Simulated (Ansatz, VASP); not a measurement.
## Al6O: VASP beside Ansatz

The input INCAR:

```
PREC     = Accurate       # precision mode
ENCUT    = 520            # plane-wave cutoff, eV
EDIFF    = 1E-6           # SCF threshold, eV
ISMEAR   = 0              # smearing method
SIGMA    = 0.1            # smearing width, eV
LREAL    = F              # projectors in reciprocal space
LASPH    = T              # aspherical terms in the spheres
NELM     = 200            # most SCF steps
ALGO     = Normal         # electronic algorithm
ISIF     = 2              # what is computed and relaxed
LWAVE    = F              # write WAVECAR
LCHARG   = T              # write CHGCAR
ISPIN    = 2              # spin polarisation
MAGMOM   = 0 0 0 0 0 0 0 0 0 0 0 0 1 1 # initial moments
LORBIT   = 11             # projections on sites
LDIPOL   = T            
IDIPOL   = 3            
DIPOL    = 0.5 0.5 0.305
GGA      = PE             # functional
LELF     = T              # ELF
LVHAR    = T            
LVACPOTAV= T            
NBANDS   = 41             # bands
GGA_COMPAT= F            
NELMDL   = -8
```

KPOINTS

```
Automatic mesh
0
Gamma
  5 5 1
```

File POSCAR:

```
Al6O
1.0
    5.7135165838      0.0000000000      0.0000000000
    0.0000000000      5.7135165838      0.0000000000
    0.0000000000      0.0000000000     22.1746954225
Al O
12 2
Direct
    0.2500000000      0.2500000000      0.1803857922
    0.2500000000      0.7500000000      0.1803857922
    0.7500000000      0.2500000000      0.1803857922
    0.7500000000      0.7500000000      0.1803857922
    0.0000000000      0.0000000000      0.2744050915
    0.0000000000      0.5000000000      0.2744050915
    0.5000000000      0.0000000000      0.2744050915
    0.5000000000      0.5000000000      0.2744050915
    0.2500000000      0.2500000000      0.3686497274
    0.2500000000      0.7500000000      0.3686497274
    0.7500000000      0.2500000000      0.3686497274
    0.7500000000      0.7500000000      0.3686497274
    0.1511116898      0.2500000000      0.4859004923
    0.3488883102      0.2500000000      0.4859004923
```

Input for Ansatz:

```yaml
crystal:
  lattice:
    - [5.7135165838, 0.0, 0.0]
    - [0.0, 5.7135165838, 0.0]
    - [0.0, 0.0, 22.1746954225]
  atoms:
    - { symbol: Al, position: [0.25, 0.25, 0.1803857922] }
    - { symbol: Al, position: [0.25, 0.75, 0.1803857922] }
    - { symbol: Al, position: [0.75, 0.25, 0.1803857922] }
    - { symbol: Al, position: [0.75, 0.75, 0.1803857922] }
    - { symbol: Al, position: [0.0, 0.0, 0.2744050915] }
    - { symbol: Al, position: [0.0, 0.5, 0.2744050915] }
    - { symbol: Al, position: [0.5, 0.0, 0.2744050915] }
    - { symbol: Al, position: [0.5, 0.5, 0.2744050915] }
    - { symbol: Al, position: [0.25, 0.25, 0.3686497274] }
    - { symbol: Al, position: [0.25, 0.75, 0.3686497274] }
    - { symbol: Al, position: [0.75, 0.25, 0.3686497274] }
    - { symbol: Al, position: [0.75, 0.75, 0.3686497274] }
    - { symbol: O, position: [0.1511116898, 0.25, 0.4859004923], spin: 1.0 }
    - { symbol: O, position: [0.3488883102, 0.25, 0.4859004923], spin: 1.0 }
basis:
  ecutwfc: 420
kpoints:
  mp_grid: { grid: [5, 5, 1] }
hamiltonian:
  xc: pbe
  pseudopotentials: { kind: paw, azcp: { folder: soft_1 } }
scf:
  occupations: { method: gaussian, width: 0.1 }
output:
  forces: true
  eigenvalues: true
  populations: true
magnetization:
  spin_polarized: true
efield:
  axis: 3
  dipole_correction: true
  ramp_width: 0.04
```

Alike in both runs: task single point; functional PBE; k mesh 5 × 5 × 1; occupations gaussian, width 0.1 eV; collinear spin.

|  | VASP | Ansatz |
| --- | --- | --- |
| version | VASP 6.6.1 | Ansatz 0.2.0 |
| potentials or method | VASP PAW PBE potentials, release 64 (Al, O), cutoff 520 eV | scalar-relativistic, plane waves, PAW |
| valence electrons in the cell | 48 | 48 |

|  | VASP | Ansatz | Ansatz less VASP |
| --- | --- | --- | --- |
| gap on the k mesh at the Fermi level (eV) | none | none | - |
| rms of the force components (eV/Å) | 2.786 | 2.219 | -0.5666 |
| net moment per atom (μB) | 0.13 | 0.13 | 0.000 |
| size of the moment on the site where the two differ most (μB) | 0.69 | 0.44 | -0.256 |
| work function, face that differs most (eV) | 4.59 | 4.59 | -0.005 |

Site moments also hang on the region over which each program counts them. Atom by atom the forces differ by 0.567 eV/Å (rms over components). A gap of «none» marks a metal or a gap that the smearing closes.

Noted on VASP's run: the standard files for N, O and F lose accuracy on very short bonds.
